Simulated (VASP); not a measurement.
A run of VASP 6.6.1 is set up as follows.

The input POSCAR:

```
BP
1.0
    3.2039351186      0.0000000000      0.0000000000
   -1.6019675593      2.7746892048      0.0000000000
    0.0000000000      0.0000000000      8.4666228416
B P
2 2
Direct
    0.3333333333      0.6666666667      0.2500000000
    0.6666666667      0.3333333333      0.7500000000
    0.6666666667      0.3333333333      0.2500000000
    0.3333333333      0.6666666667      0.7500000000
```

The input INCAR.step1:

```
SYSTEM = BP
PREC = Accurate
ENCUT = 520
EDIFF = 1E-5
ISMEAR = 0
SIGMA = 0.01
LREAL = .FALSE.
LASPH = .TRUE.
NELM = 100
ALGO = Normal
ISIF = 2
LWAVE = .TRUE.
LCHARG = .FALSE.
GGA = PE
NBANDS = 16
```

INCAR.step2

```
SYSTEM = BP
PREC = Accurate
ENCUT = 520
EDIFF = 1E-6
ISMEAR = 0
SIGMA = 0.01
LREAL = .FALSE.
LASPH = .TRUE.
NELM = 100
ALGO = Normal
ISIF = 2
LWAVE = .FALSE.
LCHARG = .FALSE.
GGA = PE
LHFCALC = .TRUE.
HFSCREEN = 0.2079
PRECFOCK = Normal
ISTART = 1
NBANDS = 16
```

KPOINTS

```
regular mesh
0
G
  6 6 2
  0 0 0
```

Potentials or basis: VASP PAW PBE potentials, release 64 (B, P).

Run with:

```sh
$ cat potpaw_PBE.64/B/POTCAR potpaw_PBE.64/P/POTCAR > POTCAR
$ cp INCAR.step1 INCAR
$ mpirun -np 1 vasp_std > vasp.out
$ cp INCAR.step2 INCAR
$ mpirun -np 1 vasp_std > vasp.out
```

Task: Estimate the pressure.

Result: -0.5 GPa.

Task: Predict the band gap on the k mesh.

Result: 1.33 eV, direct.

Stress tensor (GPa, compression positive):
```
-1.02  0.00  0.00
 0.00 -1.02  0.00
 0.00  0.00  0.41
```

Caveat: the PAW data sets were made with another functional, which shifts forces and pressure a little; this functional lacks dispersion, which binds the layers, so the pressure and a relaxed spacing across them are unreliable. A k mesh can miss the band edges.
